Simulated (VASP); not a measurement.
Write the native input for VASP 6.6.1 that does the following.

```yaml
Task: single point
Functional: PBE
Potentials_or_basis: VASP PAW PBE potentials, release 64 (Al, O)
Cutoff: 520 eV
k_mesh: 9 × 9 × 1
Occupations: gaussian, width 0.1 eV
Spin: no spin polarisation
Dipole_correction: yes
Further_INCAR_settings: ALGO = Normal; EDIFF = 1e-06; NBANDS = 16
```

The structure of Al3O lies in POSCAR:

```
Al3O
1.0
    2.8567582918      0.0000000000      0.0000000000
    0.0000000000      2.8567582918      0.0000000000
    0.0000000000      0.0000000000     19.6746954317
Al O
3 1
Direct
    0.5000000000      0.5000000000      0.2033068321
    0.0000000000      0.0000000000      0.3092728609
    0.5000000000      0.5000000000      0.4154928578
    0.5000000000      0.8333333333      0.4814585704
```

One way to write it, as run:

INCAR

```
SYSTEM = Al3O
ALGO     = Normal         ! electronic algorithm
DIPOL    = 0.5 0.5 0.352
EDIFF    = 1E-6           ! SCF threshold, eV
ENCUT    = 520            ! plane-wave cutoff, eV
GGA      = PE             ! functional
IDIPOL   = 3            
ISIF     = 2              ! what is computed and relaxed
ISMEAR   = 0              ! smearing method
LASPH    = .True.         ! aspherical terms in the spheres
LCHARG   = .False.        ! write CHGCAR
LDIPOL   = .True.       
LREAL    = .False.        ! projectors in reciprocal space
LWAVE    = .False.        ! write WAVECAR
NBANDS   = 16             ! bands
NELM     = 80             ! most SCF steps
PREC     = Accurate       ! precision mode
SIGMA    = 0.1            ! smearing width, eV
```

KPOINTS

```
k-points
0
Gamma
  9 9 1
  0 0 0
```

Potentials or basis: VASP PAW PBE potentials, release 64 (Al, O).

Run with:

```console
$ cat potpaw_PBE.64/Al/POTCAR potpaw_PBE.64/O/POTCAR > POTCAR
$ mpirun -np 1 vasp_std > vasp.out
```

Results of the run:

```
Largest force : 3.837 eV/Å
```

Caveat: an odd number of electrons without spin polarisation forces a metal; a magnetic or distorted state may lie lower.

Wall time 100 s on 1 thread of Intel Xeon 6975P-C, on a shared host, peak memory 0.29 GiB.
